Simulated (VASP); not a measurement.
Here is a VASP 6.6.1 calculation.

INCAR

```
  PREC = Accurate
  ENCUT = 550
  EDIFF = 1E-6
  ISMEAR = 0
  SIGMA = 0.1
  LREAL = F
  LASPH = T
  NELM = 120
  ALGO = Normal
  ISIF = 2
  LWAVE = F
  LCHARG = F
  GGA = PE
  NBANDS = 37
  GGA_COMPAT = F
```

Contents of KPOINTS:

```
Automatic mesh
0
Gamma
  3 3 2
```

File POSCAR:

```
Hg
1.0
    4.5400020208      0.0000000000      0.0000000000
   -2.2700010104      3.9317570832      0.0000000000
    0.0000000000      0.0000000000      3.8700000000
Hg
3
Direct
    0.3333333333      0.6666666667      0.5000000000
    0.0000000000      0.0000000000      0.0000000000
    0.6666666667      0.3333333333      0.5000000000
```

Potentials or basis: VASP PAW PBE potentials, release 64 (Hg_sv_GW).

Launch:

```bash
$ cat potpaw_PBE.64/Hg_sv_GW/POTCAR > POTCAR
$ mpirun -np 1 vasp_std > vasp.out
```

(1) What does it give for the pressure?

(2) What does it give for the band gap on the k mesh?

Results:

(1) 9.4 GPa.

(2) zero (bands 30 and 31 overlap by 6.11 eV).

Caveat: the k points lie up to 0.81 Å⁻¹ apart, too coarse for converged energies and pressures of a metal; spin-orbit coupling is left out, which moves the levels of the heavy elements.
